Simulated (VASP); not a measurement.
# S (P4_2/mnm) in VASP: notebook

Runs on S. Level: PBE. Tasks: relaxation of the atoms.

Program: VASP 6.6.1. These are calculated values, not measurements. Logs are shortened: lines on timing, memory, paths and dates and some standing lists are left out, and cuts for length are marked.

## Step 1: The cell of the first run

The structure is tetragonal, space group P4_2/mnm (No. 136). The conventional cell has a = 5.678 Å, b = 5.678 Å, c = 2.950 Å, α = 90.00°, β = 90.00°, γ = 90.00°. Within 2.5 Å of S (site symmetry m2m) lie 1 S at 1.87 Å.

## Step 2: Relaxation of the atoms, PBE

INCAR reads:

```
PREC = Accurate
ENCUT = 520
EDIFF = 1E-7
ISMEAR = 0
SIGMA = 0.1
LREAL = False
LASPH = True
NELM = 100
ALGO = Normal
ISIF = 2
LWAVE = False
LCHARG = False
GGA = PE
IBRION = 2
NSW = 50
EDIFFG = -0.04
```

KPOINTS reads:

```
Automatic mesh
0
Gamma
  1 1 2
```

POSCAR reads:

```
S
1.0
    5.6780537900      0.0000000000      0.0000000000
    0.0000000000      5.6780537900      0.0000000000
    0.0000000000      0.0000000000      2.9496155800
S
4
Direct
    0.8833913800      0.8833913800      0.5000000000
    0.1166086200      0.1166086200      0.5000000000
    0.3833913800      0.6166086200      0.0000000000
    0.6166086200      0.3833913800      0.0000000000
```

Potentials or basis: VASP PAW PBE potentials, release 64 (S).

Started as:

```sh
$ cat potpaw_PBE.64/S/POTCAR > POTCAR
$ mpirun -np 1 vasp_std > vasp.out
```

OUTCAR:

```text
PREC = Accurate
   ENCUT = 520
   EDIFF = 1E-7
   ISMEAR = 0
   LREAL = False
   LASPH = True
   NELM = 100
   ISIF = 2
   GGA = PE
   IBRION = 2
   NSW = 50
   EDIFFG = -0.04

 ion  position               nearest neighbor table
   1  0.883  0.883  0.500-   2 1.87
   2  0.117  0.117  0.500-   1 1.87
   3  0.383  0.617  0.000-   4 1.87
   4  0.617  0.383  0.000-   3 1.87

  LATTYP: Found a simple tetragonal cell.
 ALAT       =     5.6780537900
 C/A-ratio  =     0.5194765124

  Lattice vectors:

 A1 = (   5.6780537900,   0.0000000000,   0.0000000000)
 A2 = (   0.0000000000,   5.6780537900,   0.0000000000)
 A3 = (   0.0000000000,   0.0000000000,   2.9496155800)

Analysis of symmetry for initial positions (statically):
=====================================================================
 Subroutine PRICEL returns:
 Original cell was already a primitive cell.

 Routine SETGRP: Setting up the symmetry group for a
 simple tetragonal supercell.

 Subroutine GETGRP returns: Found 16 space group operations
 (whereof  8 operations were pure point group operations)
 out of a pool of 16 trial point group operations.

The static configuration has the point symmetry D_2h.
 The point group associated with its full space group is D_4h.

Analysis of symmetry for dynamics (positions and initial velocities):
=====================================================================
 Subroutine PRICEL returns:
 Original cell was already a primitive cell.

 Routine SETGRP: Setting up the symmetry group for a
 simple tetragonal supercell.

 Subroutine GETGRP returns: Found 16 space group operations
 (whereof  8 operations were pure point group operations)
 out of a pool of 16 trial point group operations.

The dynamic configuration has the point symmetry D_2h.
 The point group associated with its full space group is D_4h.

 Subroutine INISYM returns: Found 16 space group operations
 (whereof  8 operations are pure point group operations),
 and found     1 'primitive' translations

----------------------------------------------------------------------------------------

                                     Primitive cell

  volume of cell :      95.0965

  direct lattice vectors                    reciprocal lattice vectors
     5.678053790  0.000000000  0.000000000     0.176116683  0.000000000  0.000000000
     0.000000000  5.678053790  0.000000000     0.000000000  0.176116683  0.000000000
     0.000000000  0.000000000  2.949615580     0.000000000  0.000000000  0.339027230

  length of vectors
     5.678053790  5.678053790  2.949615580     0.176116683  0.176116683  0.339027230

  position of ions in fractional coordinates (direct lattice)
     0.883391380  0.883391380  0.500000000
     0.116608620  0.116608620  0.500000000
     0.383391380  0.616608620  0.000000000
     0.616608620  0.383391380  0.000000000

  ion indices of the primitive-cell ions
   primitive index   ion index
                 1           1
                 2           2
                 3           3
                 4           4

----------------------------------------------------------------------------------------

 KPOINTS: Automatic mesh

Automatic generation of k-mesh.
 Grid dimensions read from file:
 generate k-points for:    1    1    2

 Generating k-lattice:

  Cartesian coordinates                     Fractional coordinates (reciprocal lattice)
     0.176116683  0.000000000  0.000000000     1.000000000  0.000000000  0.000000000
     0.000000000  0.176116683  0.000000000     0.000000000  1.000000000  0.000000000
     0.000000000  0.000000000  0.169513615     0.000000000  0.000000000  0.500000000

  Length of vectors
     0.176116683  0.176116683  0.169513615

  Shift w.r.t. Gamma in fractional coordinates (k-lattice)
     0.000000000  0.000000000  0.000000000

 Subroutine IBZKPT returns following result:
 ===========================================

 Found      2 irreducible k-points:

 Following reciprocal coordinates:
            Coordinates               Weight
  0.000000  0.000000  0.000000      1.000000
  0.000000  0.000000  0.500000      1.000000
   k-points           NKPTS =      2   k-points in BZ     NKDIM =      2   number of bands    NBANDS=     16
   number of dos      NEDOS =    301   number of ions     NIONS =      4
   total plane-waves  NPLWV =  42336
   dimension x,y,z NGX =    42 NGY =   42 NGZ =   24
   dimension x,y,z NGXF=    84 NGYF=   84 NGZF=   48
   ions per type =               4
   NGX,Y,Z   is equivalent  to a cutoff of  12.30, 12.30, 13.53 a.u.
   NGXF,Y,Z  is equivalent  to a cutoff of  24.59, 24.59, 27.05 a.u.
 SYSTEM =  unknown system
   PREC   = accura    normal or accurate (medium, high low for compatibility)
   ISTART =      0    job   : 0-new  1-cont  2-samecut
   ICHARG =      2    charge: 1-file 2-atom 10-const
   ISPIN  =      1    spin polarized calculation?
   LNONCOLLINEAR =      F non collinear calculations
   LSORBIT =      F    spin-orbit coupling
   LASPH  =      T    aspherical Exc in radial PAW
   ENCUT  =  520.0 eV  38.22 Ry    6.18 a.u.  10.56 10.56  5.48*2*pi/ulx,y,z
   NELM   =    100;   NELMIN=  2; NELMDL= -5     # of ELM steps
   EDIFF  = 0.1E-06   stopping-criterion for ELM
   LREAL  =      F    real-space projection
   EDIFFG = -.4E-01   stopping-criterion for IOM
   NSW    =     50    number of steps for IOM
   IBRION =      2    ionic relax: 0-MD 1-quasi-New 2-CG
   NFREE  =      1    steps in history (QN), initial steepest desc. (CG)
   ISIF   =      2    stress and relaxation
   ISYM   =      2    0-nonsym 1-usesym 2-fastsym
   POTIM  = 0.5000    time-step for ionic-motion
   TEBEG  =    0.0;   TEEND  =   0.0 temperature during run
   PSTRESS=    0.0 pullay stress
   NELECT =      24.0000    total number of electrons
   NUPDOWN=      -1.0000    fix difference up-down
   EMIN   =  10.00;   EMAX   =-10.00  energy-range for DOS
   EFERMI =   0.00;   METHOD = LEGACY
   ISMEAR =     0;   SIGMA  =   0.10  broadening in eV -4-tet -1-fermi 0-gaus
   EFERMI_NEDOS =   21; number of points for ismear=-14 and -15
   IALGO  =     38    algorithm
   IMIX   =      4    mixing-type and parameters
     AMIX     =   0.40;   BMIX     =  1.00
     AMIX_MAG =   1.60;   BMIX_MAG =  1.00
  volume/ion in A,a.u.               =      23.77       160.44
  Fermi-wavevector in a.u.,A,eV,Ry     =   1.034563  1.955041 14.562607  1.070321
  Thomas-Fermi vector in A             =   2.168865
   LORBIT       =      0    0 simple, 1 ext, 2 COOP (PROOUT), +10 PAW based schemes
   GGA     = PE    functional components
   LHFCALC =     F    Hartree Fock is set to
   AEXX    =    0.0000 exact exchange contribution
   IVDW    =     0    specifies the selected vdW correction
   LEPSILON=     F    determine dielectric tensor
   LRPA    =     F    only Hartree local field effects (RPA)
 conjugate gradient relaxation of ions
 non-spin polarized calculation
 Gauss-broadening in eV      SIGMA  =   0.10
  energy-cutoff  :      520.00
  volume of cell :       95.10
 maximum number of plane-waves:      2559
 NGX is ok and might be reduce to    42
   NGX = 21   NGY = 21   NGZ = 11

--------------------------------------- Ionic step        1  -------------------------------------------

 number of electron      23.9999999 magnetization

 Free energy of the ion-electron system (eV)
  ---------------------------------------------------
  ext. energy  EPLUGINS =         0.00000000
  ---------------------------------------------------
  free energy    TOTEN  =       -16.05528993 eV

  energy without entropy =      -15.99887097  energy(sigma->0) =      -16.02708045

------------------------ aborting loop because EDIFF is reached ----------------------------------------

  FORCE on cell =-STRESS in cart. coord.  units (eV):
  Direction    XX          YY          ZZ          XY          YZ          ZX
  --------------------------------------------------------------------------------------
  -------------------------------------------------------------------------------------
  Total       -1.2232624     -1.2232624      4.4987270     -0.0000000      0.0000000      0.0000000
  in kB      -20.6094204    -20.6094204     75.7941698     -0.0000000      0.0000000      0.0000000
  external PRESSURE =      11.5251097 kB  Pullay stress =       0.0000000 kB

 VOLUME and BASIS-vectors are now :
 -----------------------------------------------------------------------------
  energy-cutoff  :      520.00
  volume of cell :       95.10
      direct lattice vectors                 reciprocal lattice vectors
     5.678053790  0.000000000  0.000000000     0.176116683  0.000000000  0.000000000
     0.000000000  5.678053790  0.000000000     0.000000000  0.176116683  0.000000000
     0.000000000  0.000000000  2.949615580     0.000000000  0.000000000  0.339027230
[... 39 lines left out ...]
 POSITION                                       TOTAL-FORCE (eV/Angst)
 -----------------------------------------------------------------------------------
      4.99742      4.99742      1.47481         0.616647      0.616647     -0.000000
      0.68063      0.68063      1.47481        -0.616647     -0.616647      0.000000
      2.15840      3.51966      0.00000         0.616647     -0.616647     -0.000000
      3.51966      2.15840      2.94962        -0.616647      0.616647     -0.000000
 -----------------------------------------------------------------------------------
    total drift:                                0.000000     -0.000000     -0.000000

  FREE ENERGIE OF THE ION-ELECTRON SYSTEM (eV)
  ---------------------------------------------------
  free  energy   TOTEN  =       -16.0345249338 eV

  energy  without entropy=      -15.9781059639  energy(sigma->0) =      -16.00631545

--------------------------------------- Ionic step        3  -------------------------------------------

 number of electron      23.9999995 magnetization

 Free energy of the ion-electron system (eV)
  ---------------------------------------------------
  ext. energy  EPLUGINS =         0.00000000
  ---------------------------------------------------
  free energy    TOTEN  =       -16.06509620 eV

  energy without entropy =      -16.00867724  energy(sigma->0) =      -16.03688672

 E-fermi :   3.0844     XC(G=0):  -8.8326

 val. band max:        3.0843916433   @ k =   0.0000   0.0000   0.5000
 cond. band min:       3.9390806045   @ k =   0.0000   0.0000   0.0000
 fundamental gap:      0.8546889612
 Fermi energy:         3.0843916433

 k-point     1 :       0.0000    0.0000    0.0000
  band No.  band energies     occupation
      1     -13.4465      2.00000
      2     -12.8653      2.00000
      3      -7.7779      2.00000
      4      -7.7779      2.00000
      5      -2.3371      2.00000
      6      -1.9294      2.00000
[... 8 lines left out ...]
     15       7.6519      0.00000
     16       7.6519      0.00000

 k-point     2 :       0.0000    0.0000    0.5000
  band No.  band energies     occupation
      1     -12.1333      2.00000
      2     -12.1333      2.00000
      3      -6.4270      2.00000
      4      -6.4270      2.00000
      5      -3.0528      2.00000
      6      -3.0528      2.00000
[... 8 lines left out ...]
     15       7.0429      0.00000
     16       7.0429      0.00000

------------------------ aborting loop because EDIFF is reached ----------------------------------------
[... 18 lines left out ...]
 POSITION                                       TOTAL-FORCE (eV/Angst)
 -----------------------------------------------------------------------------------
      5.00944      5.00944      1.47481        -0.000269     -0.000269      0.000000
      0.66861      0.66861      1.47481         0.000269      0.000269     -0.000000
      2.17041      3.50764      0.00000        -0.000269      0.000269     -0.000000
      3.50764      2.17041      0.00000         0.000269     -0.000269      0.000000
 -----------------------------------------------------------------------------------
    total drift:                                0.000000     -0.000000      0.000000

  FREE ENERGIE OF THE ION-ELECTRON SYSTEM (eV)
  ---------------------------------------------------
  free  energy   TOTEN  =       -16.0650961976 eV

  energy  without entropy=      -16.0086772393  energy(sigma->0) =      -16.03688672

 reached required accuracy - stopping structural energy minimisation
```

Wall time 27 s (1 thread of Intel Xeon 8259CL, shared host); peak memory 0.18 GiB.

Results:

- Free energy: -16.0651 eV
- Energy gained by relaxing: 2.5 meV/atom
- Ionic steps: 3
- Pressure after relaxing: 0.0 GPa
- Band gap on the k mesh: zero (bands 12 and 13 overlap by 0.85 eV)

Step by step:
```tsv
step	energy change (eV)	largest force (eV/Å)	pressure (GPa)
1	0.0000	0.5429	1.15
2	0.0208	0.8721	-1.82
3	-0.0098	0.0004	0.03
```

Final structure:
```
CELL_PARAMETERS angstrom
5.67805 0.00000 0.00000
0.00000 5.67805 0.00000
0.00000 0.00000 2.94962
ATOMIC_POSITIONS crystal
S 0.88225 0.88225 0.50000
S 0.11775 0.11775 0.50000
S 0.38225 0.61775 0.00000
S 0.61775 0.38225 0.00000
```

Caveat: the k points lie up to 1.11 Å⁻¹ apart, too coarse for converged energies and pressures of a metal; this functional lacks dispersion, which holds the molecules together, so the pressure and a relaxed volume are unreliable.

(Continued in part 2 of 2.)
